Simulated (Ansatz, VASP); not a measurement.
# InP: VASP beside Ansatz

INCAR

```
PREC = Accurate ; ENCUT = 520
EDIFF = 1E-8 ; ISMEAR = -1
SIGMA = 0.03 ; LREAL = F
LASPH = T ; NELM = 60
ALGO = Normal ; ISIF = 2
LWAVE = F ; LCHARG = F
GGA = PE ; LEFG = T
NBANDS = 16
```

File KPOINTS:

```
regular mesh
0
Gamma
  11 11 11
```

Contents of POSCAR:

```
InP
1.0
    0.0000000000      2.8550000000      2.8835500000
    2.8550000000      0.0000000000      2.8835500000
    2.8550000000      2.8550000000      0.0000000000
In P
1 1
Direct
    0.0000000000      0.0000000000      0.0000000000
    0.5000000000      0.5000000000      0.5000000000
```

Input for Ansatz:

```yaml
crystal:
  lattice:
    - [0.0, 2.855, 2.88355]
    - [2.855, 0.0, 2.88355]
    - [2.855, 2.855, 0.0]
  atoms:
    - { symbol: In, position: [0.0, 0.0, 0.0] }
    - { symbol: P, position: [0.5, 0.5, 0.5] }
kpoints:
  mp_grid: { grid: [11, 11, 11] }
scf:
  occupations: { method: fermi_dirac, width: 0.03 }
hamiltonian:
  xc: pbe
  pseudopotentials: { kind: all_electron, datasets: crystal }
output:
  forces: true
  stress: true
  eigenvalues: true
  efg: { contact_densities: true }
```

Change from the starting cell: zz strain of +1 %, crystal datasets.

Alike in both runs: task electric field gradients; functional PBE; k mesh 11 × 11 × 11; occupations fermi-dirac, width 0.03 eV; no spin polarisation.

```csv
,VASP,Ansatz
version,VASP 6.6.1,Ansatz 0.2.0
potentials or method,"VASP PAW PBE potentials, release 64 (In_d, P), cutoff 520 eV","all-electron PAW with datasets made for the crystal, scalar-relativistic"
```

```tsv
	VASP	Ansatz	Ansatz less VASP
pressure (GPa)	-5.8	-5.8	+0.03
traceless stress, the component that is largest in VASP (GPa)	-0.50	-0.50	-0.002
size of Vzz on the site where it differs most (V/Å²)	0.9	1.0	+0.09
```

Ansatz ran all-electron here, and VASP with PAW potentials.
